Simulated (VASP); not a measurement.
A run of VASP 6.6.1 is set up as follows.

File INCAR:

```
SYSTEM = Rh
PREC = Accurate ; ENCUT = 520
EDIFF = 1E-7 ; ISMEAR = -1
SIGMA = 0.15 ; LREAL = .FALSE.
LASPH = .TRUE. ; NELM = 100
ALGO = Normal ; ISIF = 2
LWAVE = .FALSE. ; LCHARG = .FALSE.
GGA = PE ; NBANDS = 14
```

File KPOINTS:

```
Automatic mesh
0
G
  20 20 20
  0 0 0
```

The input POSCAR:

```
Rh
1.0
    0.0000000000      1.9175465998      1.9175465998
    1.9175465998      0.0000000000      1.9175465998
    1.9175465998      1.9175465998      0.0000000000
Rh
1
Direct
    0.0000000000      0.0000000000      0.0000000000
```

Potentials or basis: VASP PAW PBE potentials, release 64 (Rh_pv).

Command:

```sh
$ cat potpaw_PBE.64/Rh_pv/POTCAR > POTCAR
$ mpirun -np 1 vasp_std > vasp.out
```

(1) What does it give for the pressure?

(2) What does it give for the band gap on the k mesh?

Answers

(1) 0.0 GPa.

(2) zero (an odd number of electrons rules out a gap without spin polarisation).
